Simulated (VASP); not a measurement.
Mo, 2 atoms in the cell. The structure is cubic, space group Fd-3m (No. 227). Conventional cell: a = 5.450 Å, b = 5.450 Å, c = 5.450 Å, α = 90.00°, β = 90.00°, γ = 90.00°. Within 3.1 Å of Mo (site symmetry -43m) lie 4 Mo at 2.36 Å. 

- Program: VASP 6.6.1
- Task: relaxation of cell and atoms
- Functional: r2SCAN
- Potentials or basis: VASP PAW PBE potentials, release 64 (Mo_sv)
- Cutoff: 600 eV
- k mesh: 6 × 6 × 6
- Occupations: fermi-dirac, width 0.1 eV
- Spin: no spin polarisation
- Target pressure: 5 GPa
- Dipole correction: no
- Further INCAR settings: ALGO = Normal; EDIFF = 1e-06; IBRION = 2; EDIFFG = -0.01; NSW = 80; ISIF = 3

Potentials or basis: VASP PAW PBE potentials, release 64 (Mo_sv).

Command:

```sh
$ cat potpaw_PBE.64/Mo_sv/POTCAR > POTCAR
$ cp INCAR.step1 INCAR
$ mpirun -np 1 vasp_std > vasp.out
$ cp INCAR.step2 INCAR
$ mpirun -np 1 vasp_std > vasp.out
```

Hardware: 1 thread of AMD EPYC 9R45 96-Core Processor (Zen 5), on a shared host.

**Question.** Estimate the wall time of this run.

**Answer.** Wall time 3.1 min on 1 thread of AMD EPYC 9R45 96-Core Processor (Zen 5) (shared host), peak memory 0.16 GiB. Counts: k points 16, ion steps 4.
